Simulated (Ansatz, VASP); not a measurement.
Two plane-wave programs on B2Br

Contents of INCAR:

```
ALGO     = Normal         # electronic algorithm
EDIFF    = 1E-6           # SCF threshold, eV
EDIFFG   = -0.01          # ionic threshold
ENCUT    = 600            # plane-wave cutoff, eV
GGA      = PE             # functional
IBRION   = 2              # ionic algorithm
ISIF     = 3              # what is computed and relaxed
ISMEAR   = 0              # smearing method
LASPH    = T              # aspherical terms in the spheres
LCHARG   = F              # write CHGCAR
LREAL    = F              # projectors in reciprocal space
LWAVE    = F              # write WAVECAR
NELM     = 100            # most SCF steps
NSW      = 100            # ionic steps
PREC     = Accurate       # precision mode
SIGMA    = 0.1            # smearing width, eV
```

File KPOINTS:

```
k-points
0
Gamma
  18 18 10
```

The input POSCAR:

```
B2Br
1.0
    3.0659160197      0.0000000000      0.0000000000
   -1.5329580098      2.6551611589      0.0000000000
    0.0000000000      0.0000000000      5.2632534191
B Br
2 1
Direct
    0.3333333333      0.6666666667      0.5000000000
    0.6666666667      0.3333333333      0.5000000000
    0.0000000000      0.0000000000      0.0000000000
```

Input for Ansatz:

```yaml
crystal:
  lattice:
    - [3.0659160197, 0.0, 0.0]
    - [-1.5329580098, 2.6551611589, 0.0]
    - [0.0, 0.0, 5.2632534191]
  atoms:
    - { symbol: B, position: [0.3333333333, 0.6666666667, 0.5] }
    - { symbol: B, position: [0.6666666667, 0.3333333333, 0.5] }
    - { symbol: Br, position: [0.0, 0.0, 0.0] }
basis:
  ecutwfc: 420
kpoints:
  mp_grid: { grid: [18, 18, 10] }
hamiltonian:
  xc: pbe
scf:
  occupations: { method: gaussian, width: 0.1 }
output:
  forces: true
  stress: true
  eigenvalues: true
relax:
  adjacent_minimum: "off"
  f_tol: 0.01
  max_steps: 80
  cell: { stress_tol: 0.05 }
```

Alike in both runs: task relaxation of cell and atoms; functional PBE; k mesh 18 × 18 × 10; occupations gaussian, width 0.1 eV; no spin polarisation.

```csv
,VASP,Ansatz
version,VASP 6.6.1,Ansatz 0.2.0
potentials or method,"VASP PAW PBE potentials, release 64 (B, Br), cutoff 600 eV","scalar-relativistic, plane waves, PAW"
valence electrons in the cell,13,13
```

|  | VASP | Ansatz | Ansatz less VASP |
| --- | --- | --- | --- |
| gap on the k mesh at the Fermi level, each at its own relaxed structure (eV) | none | none | - |
| relaxed volume (Å³/atom) | 14.11 | 14.12 | +0.011 |
| relaxed cell length with the largest relative difference (Å) | 5.189 | 5.194 | +0.0049 |

A gap of «none» marks a metal or a gap that the smearing closes.
